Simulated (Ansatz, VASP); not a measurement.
# One calculation of GaP, two programs

```
Ga P
1.0
     1.88296    1.08713    5.88500
    -1.88296    1.08713    5.88500
     0.00000   -2.17425    5.88500
Ga P
2 2
Cartesian
  0.0000 0.0000 7.6972
  0.0000 0.0000 9.9578
  0.0000 0.0000 1.0246
  0.0000 0.0000 16.6304
```

Alike in both runs: task single point; functional LDA; k mesh 9 × 9 × 9; occupations gaussian, width 0.05 eV; no spin polarisation.

|  | VASP | Ansatz |
| --- | --- | --- |
| version | VASP 6.6.1 | Ansatz 0.2.0 |
| potentials or method | VASP PAW LDA potentials, release 64 (Ga_d, P), cutoff 520 eV | scalar-relativistic, plane waves, PAW |
| valence electrons in the cell | 36 | 36 |

```tsv
	VASP	Ansatz	Ansatz less VASP
gap on the k mesh at the Fermi level (eV)	0.71	0.71	-0.004
least direct gap on the mesh (eV)	0.85	0.84	-0.009
pressure (GPa)	9.8	9.7	-0.08
traceless stress, the component that is largest in VASP (GPa)	12.53	12.63	+0.095
rms of the force components (eV/Å)	0.684	0.708	+0.0234
```

Ansatz warns that its potentials were made for another functional, while VASP's fit it. LDA's correlation is that of Perdew and Zunger in VASP and of Perdew and Wang (1992) in Ansatz. Atom by atom the forces differ by 0.030 eV/Å (rms over components).
